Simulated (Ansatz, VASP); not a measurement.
# One calculation of Cu3Sn, two programs

The input INCAR:

```
SYSTEM = Cu3Sn
ALGO = Normal
EDIFF = 1E-7
EDIFFG = -0.002
ENCUT = 600
GGA_COMPAT = .FALSE.
IBRION = 2
ISIF = 3
ISMEAR = 0
LASPH = .TRUE.
LCHARG = .FALSE.
LREAL = .FALSE.
LWAVE = .FALSE.
NELM = 120
NELMIN = 4
NSW = 100
PREC = Accurate
SIGMA = 0.1
```

File KPOINTS:

```
k-points
0
G
  18 18 18
  0 0 0
```

Contents of POSCAR:

```
Cu3Sn
1.0
    0.0000000000      2.9909351845      2.9909351845
    2.9909351845      0.0000000000      2.9909351845
    2.9909351845      2.9909351845      0.0000000000
Cu Sn
3 1
Direct
    0.5000000000      0.5000000000      0.5000000000
    0.7500000000      0.7500000000      0.7500000000
    0.2500000000      0.2500000000      0.2500000000
    0.0000000000      0.0000000000      0.0000000000
```

Input for Ansatz:

```yaml
crystal:
  lattice:
    - [0.0, 2.9909351845, 2.9909351845]
    - [2.9909351845, 0.0, 2.9909351845]
    - [2.9909351845, 2.9909351845, 0.0]
  atoms:
    - { symbol: Cu, position: [0.5, 0.5, 0.5] }
    - { symbol: Cu, position: [0.75, 0.75, 0.75] }
    - { symbol: Cu, position: [0.25, 0.25, 0.25] }
    - { symbol: Sn, position: [0.0, 0.0, 0.0] }
basis:
  ecutwfc: 420
kpoints:
  mp_grid: { grid: [18, 18, 18] }
hamiltonian:
  xc: lda
  pseudopotentials: { kind: paw, azcp: { folder: soft_1 } }
scf:
  occupations: { method: gaussian, width: 0.1 }
output:
  forces: true
  stress: true
  eigenvalues: true
relax:
  adjacent_minimum: "off"
  f_tol: 0.002
  max_steps: 80
  cell: { stress_tol: 0.02 }
```

Alike in both runs: task relaxation of cell and atoms; functional LDA; k mesh 18 × 18 × 18; occupations gaussian, width 0.1 eV; no spin polarisation.

|  | VASP | Ansatz |
| --- | --- | --- |
| version | VASP 6.6.1 | Ansatz 0.2.0 |
| potentials or method | VASP PAW LDA potentials, release 64 (Cu, Sn_d), cutoff 600 eV | scalar-relativistic, plane waves, PAW |
| valence electrons in the cell | 47 | 71 |

|  | VASP | Ansatz | Ansatz less VASP |
| --- | --- | --- | --- |
| gap on the k mesh at the Fermi level, each at its own relaxed structure (eV) | none | none | - |
| relaxed volume (Å³/atom) | 13.43 | 13.37 | -0.062 |
| relaxed length of the cell vector where the two differ most in proportion (Å) | 4.236 | 4.229 | -0.0065 |

Ansatz warns that its potentials were made for another functional, while VASP's fit it. LDA's correlation is that of Perdew and Zunger in VASP and of Perdew and Wang (1992) in Ansatz. A gap of «none» marks a metal or a gap that the smearing closes. VASP's potentials hold 47 valence electrons a cell and Ansatz's 71, so a difference there can come from the potentials and not from the codes.
